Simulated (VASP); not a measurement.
A run of VASP 6.6.1 is set up as follows.

The input INCAR:

```
ALGO = Normal
EDIFF = 1E-6
ENCUT = 520
GGA = PE
ISIF = 2
ISMEAR = 0
LASPH = T
LCHARG = F
LREAL = F
LWAVE = F
NBANDS = 23
NELM = 80
PREC = Accurate
SIGMA = 0.1
```

File KPOINTS:

```
k-points
0
Gamma
  12 12 10
```

POSCAR

```
NaTaSe2
1.0
    3.8682746891      0.0000000000      0.0000000000
    0.0000000000      3.8682746891      0.0000000000
    0.0000000000      0.0000000000      5.3026293690
Na Ta Se
1 1 2
Direct
    0.0000000000      0.0000000000      0.5000000000
    0.5000000000      0.5000000000      0.0000000000
    0.5000000000      0.5000000000      0.5000000000
    0.0000000000      0.0000000000      0.0000000000
```

Potentials or basis: VASP PAW PBE potentials, release 64 (Na_pv, Ta_pv, Se).

Run with:

```bash
$ cat potpaw_PBE.64/Na_pv/POTCAR potpaw_PBE.64/Ta_pv/POTCAR potpaw_PBE.64/Se/POTCAR > POTCAR
$ mpirun -np 1 vasp_std > vasp.out
```

**Question.** Predict the pressure.

**Answer.** 0.2 GPa.

**Question.** What does it give for the band gap on the k mesh?

**Answer.** Zero (bands 15 and 16 overlap by 2.41 eV).

Caveat: spin-orbit coupling is left out, which moves the levels of the heavy elements.
